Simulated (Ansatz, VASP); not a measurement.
# Two plane-wave programs on AlN

Contents of INCAR:

```
SYSTEM = AlN
PREC = Accurate ; ENCUT = 520
EDIFF = 1E-6 ; ISMEAR = 0
SIGMA = 0.01 ; LREAL = .False.
LASPH = .True. ; NELM = 80
ALGO = Normal ; ISIF = 2
LWAVE = .False. ; LCHARG = .True.
GGA = RP ; LELF = .True.
LVHAR = .True. ; NBANDS = 16
```

Contents of KPOINTS:

```
Automatic mesh
0
Gamma
  12 12 4
  0 0 0
```

POSCAR

```
AlN
1.0
    3.1130000000      0.0000000000      0.0000000000
   -1.5565000000      2.6959370000      0.0000000000
    0.0000000000      0.0000000000      4.9810000000
Al N
2 2
Direct
    0.3333333333      0.6666666667      0.0000000000
    0.6666666667      0.3333333333      0.5000000000
    0.3333333333      0.6666666667      0.3800000000
    0.6666666667      0.3333333333      0.8800000000
```

Input for Ansatz:

```yaml
crystal:
  lattice:
    - [3.113, 0.0, 0.0]
    - [-1.5565, 2.695937, 0.0]
    - [0.0, 0.0, 4.981]
  atoms:
    - { symbol: Al, position: [0.3333333333333333, 0.6666666666666666, 0.0] }
    - { symbol: Al, position: [0.6666666666666666, 0.3333333333333333, 0.5] }
    - { symbol: "N", position: [0.3333333333333333, 0.6666666666666666, 0.38] }
    - { symbol: "N", position: [0.6666666666666666, 0.3333333333333333, 0.88] }
kpoints:
  mp_grid:
    grid: [12, 12, 4]
hamiltonian:
  xc: rpbe
  pseudopotentials:
    kind: paw
scf:
  occupations:
    method: fixed
output:
  eigenvalues: true
```

Alike in both runs: task single point; functional RPBE; k mesh 12 × 12 × 4; no spin polarisation.

|  | VASP | Ansatz |
| --- | --- | --- |
| version | VASP 6.6.1 | Ansatz 0.2.0 |
| potentials or method | VASP PAW PBE potentials, release 64 (Al, N) | plane waves, PAW |
| plane-wave cutoff (eV) | 520 | 420 |
| occupations | gaussian, width 0.01 eV | fixed |
| valence electrons in the cell | 16 | 16 |

VASP gave:

| Property | Result |
| --- | --- |
| gap on the k mesh at the Fermi level (eV) | 4.27 |

**Question.** Estimate Ansatz's values.

**Answer.** gap on the k mesh at the Fermi level (eV): 4.25.

VASP's potentials were made for PBE, not for RPBE.
